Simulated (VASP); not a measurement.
Input of a VASP 6.6.1 run:

Contents of INCAR:

```
  PREC = Accurate
  ENCUT = 600
  EDIFF = 1E-7
  ISMEAR = 0
  SIGMA = 0.1
  LREAL = False
  LASPH = True
  NELM = 60
  ALGO = Normal
  ISIF = 3
  LWAVE = False
  LCHARG = False
  GGA = PE
  IBRION = 2
  NSW = 90
  EDIFFG = -0.04
```

KPOINTS

```
regular mesh
0
Gamma
  3 3 4
```

The input POSCAR:

```
Nb3C
1.0
    6.3008651800      0.0000000000      0.0000000000
   -3.1504325900      5.4567093100      0.0000000000
    0.0000000000      0.0000000000      4.7585581900
Nb C
6 2
Direct
    0.3571008100      0.1785504100      0.7500000000
    0.8214495900      0.6428991900      0.7500000000
    0.1785504100      0.8214495900      0.2500000000
    0.6428991900      0.8214495900      0.2500000000
    0.1785504100      0.3571008100      0.2500000000
    0.8214495900      0.1785504100      0.7500000000
    0.6666666700      0.3333333300      0.2500000000
    0.3333333300      0.6666666700      0.7500000000
```

Potentials or basis: VASP PAW PBE potentials, release 64 (Nb_sv, C).

The run is started by

```bash
$ cat potpaw_PBE.64/Nb_sv/POTCAR potpaw_PBE.64/C/POTCAR > POTCAR
$ mpirun -np 1 vasp_std > vasp.out
```

(1) Predict the relaxed volume.

(2) Predict the relaxed cell.

## Answers

(1) 14.73 Å³/atom.

(2) a = 5.319 Å, b = 5.319 Å, c = 4.810 Å, α = 90.00°, β = 90.00°, γ = 120.00°.

Caveat: the k points lie up to 0.45 Å⁻¹ apart in the final cell, too coarse for converged energies and pressures of a metal; the volume moved by over 15 % at a fixed basis, so the end points are rough.
